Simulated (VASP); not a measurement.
# Ta4W in VASP: single point with PBE

Aim: the single point of Ta4W with PBE.

All numbers are computed with VASP 6.6.1; they aren't measurements. Logs are shortened: lines on timing, memory, paths and dates and some standing lists are left out, and cuts for length are marked.

## Step 1: The cell of the first run

The cell holds a slab with vacuum, 5 atoms: a = 4.695 Å, b = 4.695 Å, c = 19.833 Å, α = 90.00°, β = 90.00°, γ = 120.00°.

## Step 2: Single point, PBE

INCAR

```
  PREC = Accurate
  ENCUT = 520
  EDIFF = 1E-6
  ISMEAR = -1
  SIGMA = 0.08
  LREAL = False
  LASPH = True
  NELM = 100
  ALGO = Normal
  ISIF = 2
  LWAVE = False
  LCHARG = False
  LDIPOL = True
  IDIPOL = 3
  DIPOL = 0.5 0.5 0.500
  GGA = PE
  NBANDS = 37
```

KPOINTS

```
Automatic mesh
0
Gamma
  9 9 1
```

POSCAR

```
Ta4W
1.0
    4.6945593029      0.0000000000      0.0000000000
   -2.3472796515      4.0656076159      0.0000000000
    0.0000000000      0.0000000000     19.8331000000
Ta W
4 1
Direct
    0.8333333333      0.1666666667      0.4154101530
    0.1666666667      0.8333333333      0.4560260652
    0.8333333333      0.1666666667      0.5439739343
    0.1666666667      0.8333333333      0.5845898484
    0.5000000000      0.5000000000      0.4999999991
```

Potentials or basis: VASP PAW PBE potentials, release 64 (Ta_pv, W_sv).

Command:

```
$ cat potpaw_PBE.64/Ta_pv/POTCAR potpaw_PBE.64/W_sv/POTCAR > POTCAR
$ mpirun -np 1 vasp_std > vasp.out
```

OUTCAR:

```text
PREC = Accurate
   ENCUT = 520
   EDIFF = 1E-6
   ISMEAR = -1
   LREAL = False
   LASPH = True
   NELM = 100
   ISIF = 2
   GGA = PE

 ion  position               nearest neighbor table
   1  0.833  0.167  0.415-   3 2.55   2 2.83   2 2.83   2 2.83   5 3.19   5 3.19   5 3.19
   2  0.167  0.833  0.456-   4 2.55   1 2.83   1 2.83   1 2.83   5 2.85   5 2.85   5 2.85   3 3.22
                             3 3.22   3 3.22
   3  0.833  0.167  0.544-   1 2.55   4 2.83   4 2.83   4 2.83   5 2.85   5 2.85   5 2.85   2 3.22
                             2 3.22   2 3.22
   4  0.167  0.833  0.585-   2 2.55   3 2.83   3 2.83   3 2.83   5 3.19   5 3.19   5 3.19
   5  0.500  0.500  0.500-   2 2.85   2 2.85   2 2.85   3 2.85   3 2.85   3 2.85   1 3.19   1 3.19
                             1 3.19   4 3.19   4 3.19   4 3.19

  LATTYP: Found a hexagonal cell.
 ALAT       =     4.6945593029
 C/A-ratio  =     4.2246990016

  Lattice vectors:

 A1 = (   4.6945593029,   0.0000000000,   0.0000000000)
 A2 = (  -2.3472796515,   4.0656076159,   0.0000000000)
 A3 = (   0.0000000000,   0.0000000000,  19.8331000000)

Analysis of symmetry for initial positions (statically):
=====================================================================
 Subroutine PRICEL returns:
 Original cell was already a primitive cell.

 Routine SETGRP: Setting up the symmetry group for a
 hexagonal supercell.

 Subroutine GETGRP returns: Found 12 space group operations
 (whereof  4 operations were pure point group operations)
 out of a pool of 24 trial point group operations.

The static configuration has the point symmetry C_2h.
 The point group associated with its full space group is D_3d.

Analysis of symmetry for dynamics (positions and initial velocities):
=====================================================================
 Subroutine PRICEL returns:
 Original cell was already a primitive cell.

 Routine SETGRP: Setting up the symmetry group for a
 hexagonal supercell.

 Subroutine GETGRP returns: Found 12 space group operations
 (whereof  4 operations were pure point group operations)
 out of a pool of 24 trial point group operations.

The dynamic configuration has the point symmetry C_2h.
 The point group associated with its full space group is D_3d.

 Subroutine INISYM returns: Found 12 space group operations
 (whereof  4 operations are pure point group operations),
 and found     1 'primitive' translations

----------------------------------------------------------------------------------------

                                     Primitive cell

  volume of cell :     378.5392

  direct lattice vectors                    reciprocal lattice vectors
     4.694559303  0.000000000  0.000000000     0.213012540  0.122982847  0.000000000
    -2.347279652  4.065607616  0.000000000     0.000000000  0.245965694  0.000000000
     0.000000000  0.000000000 19.833100000     0.000000000  0.000000000  0.050420761

  length of vectors
     4.694559303  4.694559303 19.833100000     0.245965694  0.245965694  0.050420761

  position of ions in fractional coordinates (direct lattice)
     0.833333333  0.166666667  0.415410153
     0.166666667  0.833333333  0.456026065
     0.833333333  0.166666667  0.543973934
     0.166666667  0.833333333  0.584589848
     0.500000000  0.500000000  0.499999999

  ion indices of the primitive-cell ions
   primitive index   ion index
                 1           1
                 2           2
                 3           3
                 4           4
                 5           5

----------------------------------------------------------------------------------------

 KPOINTS: Automatic mesh

Automatic generation of k-mesh.
 Grid dimensions read from file:
 generate k-points for:    9    9    1

 Generating k-lattice:

  Cartesian coordinates                     Fractional coordinates (reciprocal lattice)
     0.023668060  0.013664761  0.000000000     0.111111111  0.000000000  0.000000000
     0.000000000  0.027329522  0.000000000     0.000000000  0.111111111  0.000000000
     0.000000000  0.000000000  0.050420761     0.000000000  0.000000000  1.000000000

  Length of vectors
     0.027329522  0.027329522  0.050420761

  Shift w.r.t. Gamma in fractional coordinates (k-lattice)
     0.000000000  0.000000000  0.000000000

 Subroutine IBZKPT returns following result:
 ===========================================

 Found     12 irreducible k-points:

 Following reciprocal coordinates:
            Coordinates               Weight
  0.000000  0.000000  0.000000      1.000000
  0.111111  0.000000  0.000000      6.000000
  0.222222  0.000000  0.000000      6.000000
  0.333333  0.000000  0.000000      6.000000
  0.444444  0.000000  0.000000      6.000000
  0.111111  0.111111  0.000000      6.000000
  0.222222  0.111111  0.000000     12.000000
  0.333333  0.111111  0.000000     12.000000
  0.444444  0.111111  0.000000      6.000000
  0.222222  0.222222  0.000000      6.000000
  0.333333  0.222222  0.000000     12.000000
  0.333333  0.333333  0.000000      2.000000
   k-points           NKPTS =     12   k-points in BZ     NKDIM =     12   number of bands    NBANDS=     37
   number of dos      NEDOS =    301   number of ions     NIONS =      5
   total plane-waves  NPLWV = 194400
   dimension x,y,z NGX =    36 NGY =   36 NGZ =  150
   dimension x,y,z NGXF=    72 NGYF=   72 NGZF=  300
   ions per type =               4   1
   NGX,Y,Z   is equivalent  to a cutoff of  12.75, 12.75, 12.57 a.u.
   NGXF,Y,Z  is equivalent  to a cutoff of  25.50, 25.50, 25.15 a.u.
 SYSTEM =  unknown system
   PREC   = accura    normal or accurate (medium, high low for compatibility)
   ISTART =      0    job   : 0-new  1-cont  2-samecut
   ICHARG =      2    charge: 1-file 2-atom 10-const
   ISPIN  =      1    spin polarized calculation?
   LNONCOLLINEAR =      F non collinear calculations
   LSORBIT =      F    spin-orbit coupling
   LASPH  =      T    aspherical Exc in radial PAW
   ENCUT  =  520.0 eV  38.22 Ry    6.18 a.u.   8.73  8.73 36.88*2*pi/ulx,y,z
   NELM   =    100;   NELMIN=  2; NELMDL= -5     # of ELM steps
   EDIFF  = 0.1E-05   stopping-criterion for ELM
   LREAL  =      F    real-space projection
   EDIFFG = 0.1E-04   stopping-criterion for IOM
   NSW    =      0    number of steps for IOM
   IBRION =     -1    ionic relax: 0-MD 1-quasi-New 2-CG
   NFREE  =      0    steps in history (QN), initial steepest desc. (CG)
   ISIF   =      2    stress and relaxation
   ISYM   =      2    0-nonsym 1-usesym 2-fastsym
   POTIM  = 0.5000    time-step for ionic-motion
   TEBEG  =    0.0;   TEEND  =   0.0 temperature during run
   PSTRESS=    0.0 pullay stress
   NELECT =      58.0000    total number of electrons
   NUPDOWN=      -1.0000    fix difference up-down
   EMIN   =  10.00;   EMAX   =-10.00  energy-range for DOS
   EFERMI =   0.00;   METHOD = LEGACY
   ISMEAR =    -1;   SIGMA  =   0.08  broadening in eV -4-tet -1-fermi 0-gaus
   EFERMI_NEDOS =   21; number of points for ismear=-14 and -15
   IALGO  =     38    algorithm
   IMIX   =      4    mixing-type and parameters
     AMIX     =   0.40;   BMIX     =  1.00
     AMIX_MAG =   1.60;   BMIX_MAG =  1.00
  volume/ion in A,a.u.               =      75.71       510.90
  Fermi-wavevector in a.u.,A,eV,Ry     =   0.876020  1.655437 10.441254  0.767410
  Thomas-Fermi vector in A             =   1.995772
   LORBIT       =      0    0 simple, 1 ext, 2 COOP (PROOUT), +10 PAW based schemes
   GGA     = PE    functional components
   LHFCALC =     F    Hartree Fock is set to
   AEXX    =    0.0000 exact exchange contribution
   IVDW    =     0    specifies the selected vdW correction
   LEPSILON=     F    determine dielectric tensor
   LRPA    =     F    only Hartree local field effects (RPA)
 non-spin polarized calculation
  energy-cutoff  :      520.00
  volume of cell :      378.54
 maximum number of plane-waves:     10238
 NGX is ok and might be reduce to    36
   NGX = 17   NGY = 17   NGZ = 73

 number of electron      57.9999992 magnetization

 dipolmoment           0.000000      0.000000      0.000000 electrons x Angstroem

 Free energy of the ion-electron system (eV)
  ---------------------------------------------------
  ext. energy  EPLUGINS =         0.00000000
  ---------------------------------------------------
  free energy    TOTEN  =       -53.22406649 eV

  energy without entropy =      -53.10865469  energy(sigma->0) =      -53.16636059

 E-fermi :  -1.1535     XC(G=0):  -4.1326

 val. band max:       -1.1604852640   @ k =   0.2222   0.1111   0.0000
 cond. band min:      -1.1190477856   @ k =   0.4444   0.1111   0.0000
 fundamental gap:      0.0414374784
 Fermi energy:        -1.1534812864

 k-point     1 :       0.0000    0.0000    0.0000
  band No.  band energies     occupation
      1     -75.1437      2.00000
      2     -39.3236      2.00000
      3     -39.3236      2.00000
      4     -39.2620      2.00000
      5     -35.8385      2.00000
      6     -35.7921      2.00000
[... 29 lines left out ...]
     36       1.0154      0.00000
     37       1.0154      0.00000

 k-point     2 :       0.1111    0.0000    0.0000
  band No.  band energies     occupation
      1     -75.1437      2.00000
      2     -39.3246      2.00000
      3     -39.3233      2.00000
      4     -39.2626      2.00000
      5     -35.8410      2.00000
      6     -35.7960      2.00000
[... 29 lines left out ...]
     36       0.9372      0.00000
     37       0.9482      0.00000

 k-point     3 :       0.2222    0.0000    0.0000
  band No.  band energies     occupation
      1     -75.1437      2.00000
      2     -39.3271      2.00000
      3     -39.3224      2.00000
      4     -39.2641      2.00000
      5     -35.8455      2.00000
      6     -35.8057      2.00000
[... 29 lines left out ...]
     36       0.7644      0.00000
     37       0.9268      0.00000

 k-point     4 :       0.3333    0.0000    0.0000
  band No.  band energies     occupation
      1     -75.1438      2.00000
      2     -39.3299      2.00000
      3     -39.3212      2.00000
      4     -39.2657      2.00000
      5     -35.8471      2.00000
      6     -35.8180      2.00000
[... 29 lines left out ...]
     36       0.7950      0.00000
     37       0.9120      0.00000

 k-point     5 :       0.4444    0.0000    0.0000
  band No.  band energies     occupation
      1     -75.1438      2.00000
      2     -39.3318      2.00000
      3     -39.3202      2.00000
      4     -39.2667      2.00000
      5     -35.8440      2.00000
      6     -35.8290      2.00000
[... 29 lines left out ...]
     36       1.0789      0.00000
     37       1.4395      0.00000

 k-point     6 :       0.1111    0.1111    0.0000
  band No.  band energies     occupation
      1     -75.1437      2.00000
      2     -39.3261      2.00000
      3     -39.3229      2.00000
      4     -39.2636      2.00000
      5     -35.8444      2.00000
      6     -35.8027      2.00000
[... 29 lines left out ...]
     36       0.8562      0.00000
     37       0.9867      0.00000

 k-point     7 :       0.2222    0.1111    0.0000
  band No.  band energies     occupation
      1     -75.1438      2.00000
      2     -39.3284      2.00000
      3     -39.3221      2.00000
      4     -39.2652      2.00000
      5     -35.8472      2.00000
      6     -35.8134      2.00000
[... 29 lines left out ...]
     36       0.7189      0.00000
     37       1.0520      0.00000

 k-point     8 :       0.3333    0.1111    0.0000
  band No.  band energies     occupation
      1     -75.1438      2.00000
      2     -39.3303      2.00000
      3     -39.3213      2.00000
      4     -39.2666      2.00000
      5     -35.8459      2.00000
      6     -35.8250      2.00000
[... 29 lines left out ...]
     36       0.9506      0.00000
     37       1.1116      0.00000

 k-point     9 :       0.4444    0.1111    0.0000
  band No.  band energies     occupation
      1     -75.1438      2.00000
      2     -39.3311      2.00000
      3     -39.3209      2.00000
      4     -39.2672      2.00000
      5     -35.8425      2.00000
      6     -35.8319      2.00000
[... 29 lines left out ...]
     36       1.1775      0.00000
     37       1.1937      0.00000

 k-point    10 :       0.2222    0.2222    0.0000
  band No.  band energies     occupation
      1     -75.1438      2.00000
      2     -39.3288      2.00000
      3     -39.3225      2.00000
      4     -39.2666      2.00000
      5     -35.8466      2.00000
      6     -35.8231      2.00000
[... 29 lines left out ...]
     36       0.8388      0.00000
     37       1.1252      0.00000

 k-point    11 :       0.3333    0.2222    0.0000
  band No.  band energies     occupation
      1     -75.1438      2.00000
      2     -39.3287      2.00000
      3     -39.3229      2.00000
      4     -39.2676      2.00000
      5     -35.8426      2.00000
      6     -35.8319      2.00000
[... 29 lines left out ...]
     36       0.8326      0.00000
     37       1.0311      0.00000

 k-point    12 :       0.3333    0.3333    0.0000
  band No.  band energies     occupation
      1     -75.1438      2.00000
      2     -39.3258      2.00000
      3     -39.3258      2.00000
      4     -39.2680      2.00000
      5     -35.8379      2.00000
      6     -35.8379      2.00000
[... 29 lines left out ...]
     36       0.7345      0.00000
     37       0.7345      0.00000

------------------------ aborting loop because EDIFF is reached ----------------------------------------

 vacuum level on the upper side and lower side of the slab       (xc-potential included)        -0.139        -0.139

  FORCE on cell =-STRESS in cart. coord.  units (eV):
  Direction    XX          YY          ZZ          XY          YZ          ZX
  --------------------------------------------------------------------------------------
  -------------------------------------------------------------------------------------
  Total       -7.1917938     -7.1917938     -1.5166831      0.0000000      0.0000000      0.0000000
  in kB      -30.4394583    -30.4394583     -6.4194013      0.0000000      0.0000000      0.0000000
  external PRESSURE =     -22.4327727 kB  Pullay stress =       0.0000000 kB

 VOLUME and BASIS-vectors are now :
 -----------------------------------------------------------------------------
  energy-cutoff  :      520.00
  volume of cell :      378.54
      direct lattice vectors                 reciprocal lattice vectors
     4.694559303  0.000000000  0.000000000     0.213012540  0.122982847  0.000000000
    -2.347279652  4.065607616  0.000000000     0.000000000  0.245965694  0.000000000
     0.000000000  0.000000000 19.833100000     0.000000000  0.000000000  0.050420761

 POSITION                                       TOTAL-FORCE (eV/Angst)
 -----------------------------------------------------------------------------------
      3.52092      0.67760      8.23887         0.000000      0.000000      0.166180
     -1.17364      3.38801      9.04441         0.000000     -0.000000      0.531052
      3.52092      0.67760     10.78869        -0.000000     -0.000000     -0.531052
     -1.17364      3.38801     11.59423        -0.000000     -0.000000     -0.166180
      1.17364      2.03280      9.91655         0.000000      0.000000     -0.000000
 -----------------------------------------------------------------------------------
    total drift:                                0.000000     -0.000000      0.000029

  FREE ENERGIE OF THE ION-ELECTRON SYSTEM (eV)
  ---------------------------------------------------
  free  energy   TOTEN  =       -53.2240664926 eV

  energy  without entropy=      -53.1086546885  energy(sigma->0) =      -53.16636059

 vacuum level on the upper side and lower side of the slab         2.417         2.417
```

Wall time 3.7 min (1 thread of AMD EPYC 7R13 (Zen 3), shared host); peak memory 0.5 GiB.

Results:

```yaml
Free_energy: -53.2241 eV
Largest_force: 0.531 eV/Å
Band_gap_on_the_k_mesh: zero (bands 29 and 30 overlap by 0.19 eV)
```

Forces in eV/Å, atoms in the order of the input:
```
Ta   0.000  0.000  0.166
Ta   0.000  0.000  0.531
Ta   0.000  0.000 -0.531
Ta   0.000  0.000 -0.166
W    0.000  0.000  0.000
```

Levels at points of the mesh, in eV from the Fermi level:
```tsv
k point	band 25	band 26	band 27	band 28	band 29	band 30	band 31	band 32	band 33	band 34
(0.00, 0.00, 0.00)	-1.50	-1.24	-0.85	-0.55	-0.55	0.12	0.12	0.64	2.02	2.09
```

Caveat: spin-orbit coupling is left out, which moves the levels of the heavy elements.
